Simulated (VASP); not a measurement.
A run of VASP 6.6.1 is set up as follows.

File INCAR:

```
PREC = Accurate
ENCUT = 520
EDIFF = 1E-6
ISMEAR = 0
SIGMA = 0.05
LREAL = F
LASPH = T
NELM = 100
ALGO = Normal
ISIF = 2
LWAVE = F
LCHARG = T
GGA = PE
IVDW = 12
LELF = T
LVHAR = T
NBANDS = 11
```

KPOINTS

```
regular mesh
0
Gamma
  15 15 15
```

POSCAR

```
C
1.0
    1.2324984681      0.7115833223      3.3613878357
   -1.2324984681      0.7115833223      3.3613878357
    0.0000000000     -1.4231666447      3.3613878357
C
2
Direct
    0.1653985211      0.1653985211      0.1548586451
    0.8346014789      0.8346014789      0.8451413549
```

Potentials or basis: VASP PAW PBE potentials, release 64 (C).

Command:

```sh
$ cat potpaw_PBE.64/C/POTCAR > POTCAR
$ mpirun -np 1 vasp_std > vasp.out
```

(1) Estimate the dispersion energy per atom.

(2) Predict the largest force.

(3) Predict the pressure.

Results:

(1) -0.156 eV.

(2) 2.191 eV/Å.

(3) 0.3 GPa.

Caveat: the cell differs from its parent crystal (atoms displaced along several vibrational modes); the stress differs along the axes, from -2 to 4 GPa; forces of over 1 eV/Å act on the atoms, so gaps and moduli don't describe the material at rest.
